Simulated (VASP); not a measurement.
# GaAs (F-43m) in VASP: notebook

Runs on GaAs. Level: r2SCAN. Tasks: single point.

Everything below comes from runs of VASP 6.6.1. Logs are shortened: lines on timing, memory, paths and dates and some standing lists are left out, and cuts for length are marked.

### 1 The cell of the first run

It takes space group F-43m (No. 216, cubic). Conventional cell: a = 5.394 Å, b = 5.394 Å, c = 5.394 Å, α = 90.00°, β = 90.00°, γ = 90.00°. Within 3.1 Å of Ga (site symmetry -43m) lie 4 As at 2.34 Å. As (site symmetry -43m) has 4 Ga at 2.34 Å within 3.1 Å.

### 2 Single point, r2SCAN

POSCAR reads:

```
GaAs
1.0
    0.0000000000      2.6969543542      2.6969543542
    2.6969543542      0.0000000000      2.6969543542
    2.6969543542      2.6969543542      0.0000000000
Ga As
1 1
Direct
    0.0000000000      0.0000000000      0.0000000000
    0.7500000000      0.7500000000      0.7500000000
```

INCAR.step1 reads:

```
PREC = Accurate
ENCUT = 520
ISMEAR = 0
SIGMA = 0.01
LREAL = False
LASPH = True
NELM = 60
NBANDS = 16
GGA = PE
ALGO = Normal
EDIFF = 1E-4
LWAVE = True
LCHARG = False
```

INCAR.step2 reads:

```
PREC = Accurate
ENCUT = 520
EDIFF = 1E-7
ISMEAR = 0
SIGMA = 0.01
LREAL = False
LASPH = True
NELM = 60
ALGO = Normal
ISIF = 2
LWAVE = False
LCHARG = False
METAGGA = R2SCAN
LMIXTAU = True
NBANDS = 16
ISTART = 1
```

KPOINTS reads:

```
Automatic mesh
0
Gamma
  8 8 8
```

Potentials or basis: VASP PAW PBE potentials, release 64 (Ga_d, As).

Started as:

```sh
> cat potpaw_PBE.64/Ga_d/POTCAR potpaw_PBE.64/As/POTCAR > POTCAR
> cp INCAR.step1 INCAR
> mpirun -np 1 vasp_std > vasp.out
> cp INCAR.step2 INCAR
> mpirun -np 1 vasp_std > vasp.out
```

OUTCAR:

```text
PREC = Accurate
   ENCUT = 520
   EDIFF = 1E-7
   ISMEAR = 0
   LREAL = False
   LASPH = True
   NELM = 60
   ISIF = 2
   METAGGA = R2SCAN
   ISTART = 1

 ion  position               nearest neighbor table
   1  0.000  0.000  0.000-   2 2.34   2 2.34   2 2.34   2 2.34
   2  0.750  0.750  0.750-   1 2.34   1 2.34   1 2.34   1 2.34

  LATTYP: Found a face centered cubic cell.
 ALAT       =     5.3939087084

  Lattice vectors:

 A1 = (   0.0000000000,   2.6969543542,   2.6969543542)
 A2 = (   2.6969543542,   0.0000000000,   2.6969543542)
 A3 = (   2.6969543542,   2.6969543542,   0.0000000000)

Analysis of symmetry for initial positions (statically):
=====================================================================
 Subroutine PRICEL returns:
 Original cell was already a primitive cell.

 Routine SETGRP: Setting up the symmetry group for a
 face centered cubic supercell.

 Subroutine GETGRP returns: Found 24 space group operations
 (whereof 24 operations were pure point group operations)
 out of a pool of 48 trial point group operations.

The static configuration has the point symmetry T_d .

Analysis of symmetry for dynamics (positions and initial velocities):
=====================================================================
 Subroutine PRICEL returns:
 Original cell was already a primitive cell.

 Routine SETGRP: Setting up the symmetry group for a
 face centered cubic supercell.

 Subroutine GETGRP returns: Found 24 space group operations
 (whereof 24 operations were pure point group operations)
 out of a pool of 48 trial point group operations.

The dynamic configuration has the point symmetry T_d .

 Subroutine INISYM returns: Found 24 space group operations
 (whereof 24 operations are pure point group operations),
 and found     1 'primitive' translations

----------------------------------------------------------------------------------------

                                     Primitive cell

  volume of cell :      39.2329

  direct lattice vectors                    reciprocal lattice vectors
     0.000000000  2.696954354  2.696954354    -0.185394313  0.185394313  0.185394313
     2.696954354  0.000000000  2.696954354     0.185394313 -0.185394313  0.185394313
     2.696954354  2.696954354  0.000000000     0.185394313  0.185394313 -0.185394313

[... 74 lines left out ...]
   PREC   = accura    normal or accurate (medium, high low for compatibility)
   ISTART =      1    job   : 0-new  1-cont  2-samecut
   ICHARG =      0    charge: 1-file 2-atom 10-const
   ISPIN  =      1    spin polarized calculation?
   LNONCOLLINEAR =      F non collinear calculations
   LSORBIT =      F    spin-orbit coupling
   LASPH  =      T    aspherical Exc in radial PAW
   ENCUT  =  520.0 eV  38.22 Ry    6.18 a.u.   7.09  7.09  7.09*2*pi/ulx,y,z
   NELM   =     60;   NELMIN=  2; NELMDL=  0     # of ELM steps
   EDIFF  = 0.1E-06   stopping-criterion for ELM
   LREAL  =      F    real-space projection
   EDIFFG = 0.1E-05   stopping-criterion for IOM
   NSW    =      0    number of steps for IOM
   IBRION =     -1    ionic relax: 0-MD 1-quasi-New 2-CG
   NFREE  =      0    steps in history (QN), initial steepest desc. (CG)
   ISIF   =      2    stress and relaxation
   ISYM   =      2    0-nonsym 1-usesym 2-fastsym
   POTIM  = 0.5000    time-step for ionic-motion
   TEBEG  =    0.0;   TEEND  =   0.0 temperature during run
   PSTRESS=    0.0 pullay stress
   NELECT =      18.0000    total number of electrons
   NUPDOWN=      -1.0000    fix difference up-down
   EMIN   =  10.00;   EMAX   =-10.00  energy-range for DOS
   EFERMI =   0.00;   METHOD = LEGACY
   ISMEAR =     0;   SIGMA  =   0.01  broadening in eV -4-tet -1-fermi 0-gaus
   EFERMI_NEDOS =   21; number of points for ismear=-14 and -15
   IALGO  =     38    algorithm
   IMIX   =      4    mixing-type and parameters
     AMIX     =   0.40;   BMIX     =  1.00
     AMIX_MAG =   1.60;   BMIX_MAG =  1.00
  volume/ion in A,a.u.               =      19.62       132.38
  Fermi-wavevector in a.u.,A,eV,Ry     =   1.262647  2.386058 21.691474  1.594278
  Thomas-Fermi vector in A             =   2.396045
   LORBIT       =      0    0 simple, 1 ext, 2 COOP (PROOUT), +10 PAW based schemes
   METAGGA = R2SCAN    functional components
   LHFCALC =     F    Hartree Fock is set to
   AEXX    =    0.0000 exact exchange contribution
   IVDW    =     0    specifies the selected vdW correction
   LEPSILON=     F    determine dielectric tensor
   LRPA    =     F    only Hartree local field effects (RPA)
 non-spin polarized calculation
 Gauss-broadening in eV      SIGMA  =   0.01
  energy-cutoff  :      520.00
  volume of cell :       39.23
 maximum number of plane-waves:      1067
   NGX = 15   NGY = 15   NGZ = 15

 number of electron      17.9999999 magnetization

 Free energy of the ion-electron system (eV)
  ---------------------------------------------------
  ext. energy  EPLUGINS =         0.00000000
  ---------------------------------------------------
  free energy    TOTEN  =       -26.79246292 eV

  energy without entropy =      -26.79246292  energy(sigma->0) =      -26.79246292

 E-fermi :   5.2074     XC(G=0): -10.9522

 val. band max:        5.1280109141   @ k =   0.0000   0.0000   0.0000
 cond. band min:       6.5879588505   @ k =   0.5000   0.5000   0.0000
 fundamental gap:      1.4599479364
 Fermi energy:         5.2074326175

 k-point     1 :       0.0000    0.0000    0.0000
  band No.  band energies     occupation
      1     -10.4326      2.00000
      2     -10.4326      2.00000
      3     -10.4325      2.00000
      4     -10.2971      2.00000
      5     -10.2971      2.00000
      6      -9.2365      2.00000
[... 433 lines left out ...]
      3     -10.3773      2.00000
      4     -10.3058      2.00000
      5     -10.2918      2.00000
      6      -6.4379      2.00000
[... 8 lines left out ...]
     15      17.9147      0.00000
     16      18.9214      0.00000

 [... further k-points ...]
[... 5 lines left out ...]
  --------------------------------------------------------------------------------------
  -------------------------------------------------------------------------------------
  Total        3.7189825      3.7189825      3.7189825     -0.0000000      0.0000000     -0.0000000
  in kB      151.8741750    151.8741750    151.8741750     -0.0000000      0.0000000     -0.0000000
  external PRESSURE =     151.8741750 kB  Pullay stress =       0.0000000 kB

 VOLUME and BASIS-vectors are now :
 -----------------------------------------------------------------------------
  energy-cutoff  :      520.00
  volume of cell :       39.23
      direct lattice vectors                 reciprocal lattice vectors
     0.000000000  2.696954354  2.696954354    -0.185394313  0.185394313  0.185394313
     2.696954354  0.000000000  2.696954354     0.185394313 -0.185394313  0.185394313
     2.696954354  2.696954354  0.000000000     0.185394313  0.185394313 -0.185394313

 POSITION                                       TOTAL-FORCE (eV/Angst)
 -----------------------------------------------------------------------------------
      0.00000      0.00000      0.00000         0.000000      0.000000      0.000000
      4.04543      4.04543      4.04543        -0.000000     -0.000000     -0.000000
 -----------------------------------------------------------------------------------
    total drift:                               -0.000001     -0.000001     -0.000001

  FREE ENERGIE OF THE ION-ELECTRON SYSTEM (eV)
  ---------------------------------------------------
  free  energy   TOTEN  =       -26.7924629165 eV

  energy  without entropy=      -26.7924629165  energy(sigma->0) =      -26.79246292
```

OSZICAR.step1:

```text
N       E                     dE             d eps       ncg     rms          rms(c)
DAV:   1     0.854629562688E+02    0.85463E+02   -0.90819E+03   960   0.163E+03
DAV:   2    -0.162111725991E+01   -0.87084E+02   -0.82875E+02  1056   0.328E+02
DAV:   3    -0.797856118952E+01   -0.63574E+01   -0.63371E+01  1088   0.658E+01
DAV:   4    -0.807030066513E+01   -0.91739E-01   -0.91728E-01  1176   0.862E+00
DAV:   5    -0.807150674240E+01   -0.12061E-02   -0.12061E-02  1144   0.903E-01    0.340E+00
DAV:   6    -0.790630187238E+01    0.16520E+00   -0.21480E-01  1456   0.923E+00    0.209E+00
DAV:   7    -0.787633944549E+01    0.29962E-01   -0.85664E-02  1168   0.235E+00    0.582E-01
DAV:   8    -0.787705939143E+01   -0.71995E-03   -0.11787E-02  1152   0.127E+00    0.177E-01
DAV:   9    -0.787743627536E+01   -0.37688E-03   -0.99178E-04  1080   0.312E-01    0.431E-02
DAV:  10    -0.787749092523E+01   -0.54650E-04   -0.77388E-05   960   0.132E-01
   1 F= -.78774909E+01 E0= -.78774909E+01  d E =-.477328E-30
```

It took 42 s on 1 thread of Intel Xeon 6975P-C (Granite Rapids), shared host; peak memory 0.17 GiB.

Results:

```yaml
Free_energy: -26.7925 eV
Pressure: 15.2 GPa
Band_gap_on_the_k_mesh: 1.46 eV (least direct gap 2.18 eV)
```

Levels at points of the mesh, in eV from the valence-band top:
```tsv
k point	band 6	band 7	band 8	band 9	band 10	band 11	band 12	band 13
(0.00, 0.00, 0.00)	-14.36	0.00	0.00	0.00	2.18	4.04	4.04	4.04
(0.50, 0.00, 0.00)	-12.01	-7.71	-1.43	-1.43	1.81	4.99	4.99	8.42
(0.50, 0.50, 0.00)	-11.04	-7.75	-3.34	-3.34	1.46	1.83	12.07	12.07
```

Caveat: the cell stands under pressure; the PAW data sets were made with another functional, which shifts forces and pressure a little. A k mesh can miss the band edges.

### 3 Single point, r2SCAN

This run uses another cell than the first one, of 20.42 Å³/atom.

POSCAR reads:

```
GaAs
1.0
    0.0000000000      2.7332779449      2.7332779449
    2.7332779449      0.0000000000      2.7332779449
    2.7332779449      2.7332779449      0.0000000000
Ga As
1 1
Direct
    0.0000000000      0.0000000000      0.0000000000
    0.7500000000      0.7500000000      0.7500000000
```

INCAR.step1 reads:

```
SYSTEM = GaAs
ALGO     = Normal         ! electronic algorithm
EDIFF    = 1E-4           ! SCF threshold, eV
ENCUT    = 520            ! plane-wave cutoff, eV
GGA      = PE             ! functional
ISMEAR   = 0              ! smearing method
LASPH    = .TRUE.         ! aspherical terms in the spheres
LCHARG   = .FALSE.        ! write CHGCAR
LREAL    = .FALSE.        ! projectors in reciprocal space
LWAVE    = .TRUE.         ! write WAVECAR
NBANDS   = 16             ! bands
NELM     = 80             ! most SCF steps
PREC     = Accurate       ! precision mode
SIGMA    = 0.01           ! smearing width, eV
```

INCAR.step2 reads:

```
SYSTEM = GaAs
ALGO     = Normal         ! electronic algorithm
EDIFF    = 1E-7           ! SCF threshold, eV
ENCUT    = 520            ! plane-wave cutoff, eV
ISIF     = 2              ! what is computed and relaxed
ISMEAR   = 0              ! smearing method
ISTART   = 1            
LASPH    = .TRUE.         ! aspherical terms in the spheres
LCHARG   = .FALSE.        ! write CHGCAR
LMIXTAU  = .TRUE.       
LREAL    = .FALSE.        ! projectors in reciprocal space
LWAVE    = .FALSE.        ! write WAVECAR
METAGGA  = R2SCAN         ! meta-GGA
NBANDS   = 16             ! bands
NELM     = 80             ! most SCF steps
PREC     = Accurate       ! precision mode
SIGMA    = 0.01           ! smearing width, eV
```

KPOINTS reads:

```
k-points
0
G
  8 8 8
  0 0 0
```

Potentials or basis: VASP PAW PBE potentials, release 64 (Ga_d, As).

Started as:

```sh
> cat potpaw_PBE.64/Ga_d/POTCAR potpaw_PBE.64/As/POTCAR > POTCAR
> cp INCAR.step1 INCAR
> mpirun -np 1 vasp_std > vasp.out
> cp INCAR.step2 INCAR
> mpirun -np 1 vasp_std > vasp.out
```

OUTCAR:

```text
SYSTEM = GaAs
   EDIFF = 1E-7
   ENCUT = 520
   ISIF = 2
   ISMEAR = 0
   ISTART = 1
   LASPH = .TRUE.
   LREAL = .FALSE.
   METAGGA = R2SCAN
   NELM = 80
   PREC = Accurate

 ion  position               nearest neighbor table
   1  0.000  0.000  0.000-   2 2.37   2 2.37   2 2.37   2 2.37
   2  0.750  0.750  0.750-   1 2.37   1 2.37   1 2.37   1 2.37

  LATTYP: Found a face centered cubic cell.
 ALAT       =     5.4665558898

  Lattice vectors:

 A1 = (   0.0000000000,   2.7332779449,   2.7332779449)
 A2 = (   2.7332779449,   0.0000000000,   2.7332779449)
 A3 = (   2.7332779449,   2.7332779449,   0.0000000000)
[... 626 lines left out ...]
      5     -10.6328      2.00000
      6      -6.7014      2.00000
[... 8 lines left out ...]
     15      17.3471      0.00000
     16      18.2220      0.00000

 [... further k-points ...]
[... 5 lines left out ...]
  --------------------------------------------------------------------------------------
  -------------------------------------------------------------------------------------
  Total        2.5844994      2.5844994      2.5844994      0.0000000      0.0000000     -0.0000000
  in kB      101.3924529    101.3924529    101.3924529      0.0000000      0.0000000     -0.0000000
  external PRESSURE =     101.3924529 kB  Pullay stress =       0.0000000 kB

 VOLUME and BASIS-vectors are now :
 -----------------------------------------------------------------------------
  energy-cutoff  :      520.00
  volume of cell :       40.84
      direct lattice vectors                 reciprocal lattice vectors
     0.000000000  2.733277945  2.733277945    -0.182930536  0.182930536  0.182930536
     2.733277945  0.000000000  2.733277945     0.182930536 -0.182930536  0.182930536
     2.733277945  2.733277945  0.000000000     0.182930536  0.182930536 -0.182930536

 POSITION                                       TOTAL-FORCE (eV/Angst)
 -----------------------------------------------------------------------------------
      0.00000      0.00000      0.00000        -0.000000     -0.000000     -0.000000
      4.09992      4.09992      4.09992         0.000000      0.000000      0.000000
 -----------------------------------------------------------------------------------
    total drift:                               -0.000007     -0.000007     -0.000007

  FREE ENERGIE OF THE ION-ELECTRON SYSTEM (eV)
  ---------------------------------------------------
  free  energy   TOTEN  =       -26.9187137786 eV

  energy  without entropy=      -26.9187137786  energy(sigma->0) =      -26.91871378
```

OUTCAR.step1:

```text
SYSTEM = GaAs
   EDIFF = 1E-4
   ENCUT = 520
   GGA = PE
   ISMEAR = 0
   LASPH = .TRUE.
   LREAL = .FALSE.
[... 677 lines left out ...]
      0.00000      0.00000      0.00000        -0.000000     -0.000000     -0.000000
      4.09992      4.09992      4.09992         0.000000      0.000000      0.000000
 -----------------------------------------------------------------------------------
    total drift:                               -0.000001     -0.000001     -0.000001

  FREE ENERGIE OF THE ION-ELECTRON SYSTEM (eV)
  ---------------------------------------------------
  free  energy   TOTEN  =        -8.0336681478 eV

  energy  without entropy=       -8.0336681478  energy(sigma->0) =       -8.03366815
```

OSZICAR.step1:

```text
N       E                     dE             d eps       ncg     rms          rms(c)
DAV:   1     0.821119763040E+02    0.82112E+02   -0.89156E+03   944   0.159E+03
DAV:   2    -0.221360494428E+01   -0.84326E+02   -0.80443E+02  1072   0.309E+02
DAV:   3    -0.813573961617E+01   -0.59221E+01   -0.59066E+01  1112   0.648E+01
DAV:   4    -0.821596813812E+01   -0.80229E-01   -0.80222E-01  1208   0.835E+00
DAV:   5    -0.821714986229E+01   -0.11817E-02   -0.11817E-02  1152   0.913E-01    0.324E+00
DAV:   6    -0.805931081992E+01    0.15784E+00   -0.21357E-01  1424   0.883E+00    0.199E+00
DAV:   7    -0.803247831999E+01    0.26832E-01   -0.78732E-02  1176   0.219E+00    0.575E-01
DAV:   8    -0.803322439690E+01   -0.74608E-03   -0.11370E-02  1128   0.123E+00    0.155E-01
DAV:   9    -0.803360904788E+01   -0.38465E-03   -0.97439E-04  1096   0.324E-01    0.448E-02
DAV:  10    -0.803366814776E+01   -0.59100E-04   -0.72200E-05   944   0.120E-01
   1 F= -.80336681E+01 E0= -.80336681E+01  d E =-.158039E-20
```

Run time: 57 s. Hardware: 1 thread of Intel Xeon 6975P-C (Granite Rapids), shared host; peak memory 0.17 GiB.

Results:

| Property | Result |
| --- | --- |
| Free energy | -26.9187 eV |
| Pressure | 10.1 GPa |
| Band gap on the k mesh | 1.55 eV (least direct gap 1.83 eV) |

Levels at points of the mesh, in eV from the valence-band top:
```tsv
k point	band 6	band 7	band 8	band 9	band 10	band 11	band 12	band 13
(0.00, 0.00, 0.00)	-14.01	0.00	0.00	0.00	1.83	4.05	4.05	4.05
(0.50, 0.00, 0.00)	-11.81	-7.44	-1.35	-1.35	1.68	5.00	5.00	8.40
(0.50, 0.50, 0.00)	-10.90	-7.52	-3.17	-3.17	1.55	1.88	11.72	11.72
```

Caveat: the cell stands under pressure; the PAW data sets were made with another functional, which shifts forces and pressure a little. A k mesh can miss the band edges.

### 4 Single point, r2SCAN

This run uses another cell than the first one, of 20.99 Å³/atom.

POSCAR reads:

```
GaAs
1.0
    0.0000000000      2.7584331366      2.7584331366
    2.7584331366      0.0000000000      2.7584331366
    2.7584331366      2.7584331366      0.0000000000
Ga As
1 1
Direct
    0.0000000000      0.0000000000      0.0000000000
    0.7500000000      0.7500000000      0.7500000000
```

INCAR.step1 reads:

```
SYSTEM = GaAs
PREC = Accurate
ENCUT = 520
ISMEAR = 0
SIGMA = 0.01
LREAL = .False.
LASPH = .True.
NELM = 80
NBANDS = 16
GGA = PE
ALGO = Normal
EDIFF = 1E-4
LWAVE = .True.
LCHARG = .False.
```

INCAR.step2 reads:

```
SYSTEM = GaAs
PREC = Accurate
ENCUT = 520
EDIFF = 1E-6
ISMEAR = 0
SIGMA = 0.01
LREAL = .False.
LASPH = .True.
NELM = 80
ALGO = Normal
ISIF = 2
LWAVE = .False.
LCHARG = .False.
METAGGA = R2SCAN
LMIXTAU = .True.
NBANDS = 16
ISTART = 1
```

KPOINTS reads:

```
regular mesh
0
Gamma
  8 8 8
  0 0 0
```

Started as:

```sh
> cat potpaw_PBE.64/Ga_d/POTCAR potpaw_PBE.64/As/POTCAR > POTCAR
> cp INCAR.step1 INCAR
> mpirun -np 1 vasp_std > vasp.out
> cp INCAR.step2 INCAR
> mpirun -np 1 vasp_std > vasp.out
```

It took 46 s on 1 thread of Intel Xeon 6975P-C (Granite Rapids), shared host; peak memory 0.18 GiB.

The run converged. Its results:

- Free energy: -26.9797 eV
- Pressure: 7.1 GPa
- Band gap on the k mesh: 1.59 eV (least direct gap 1.60 eV)

Levels at points of the mesh, in eV from the valence-band top:
```
           k point  band 7  band 8  band 9  band 10  band 11  band 12
(0.00, 0.00, 0.00)    0.00    0.00    0.00     1.60     4.05     4.05
(0.50, 0.00, 0.00)   -7.26   -1.31   -1.31     1.59     5.00     5.00
(0.50, 0.50, 0.00)   -7.37   -3.06   -3.06     1.61     1.90    11.49
```

Caveat: the cell stands under pressure; the PAW data sets were made with another functional, which shifts forces and pressure a little. A k mesh can miss the band edges.

(Part 1 of 2 ends here.)
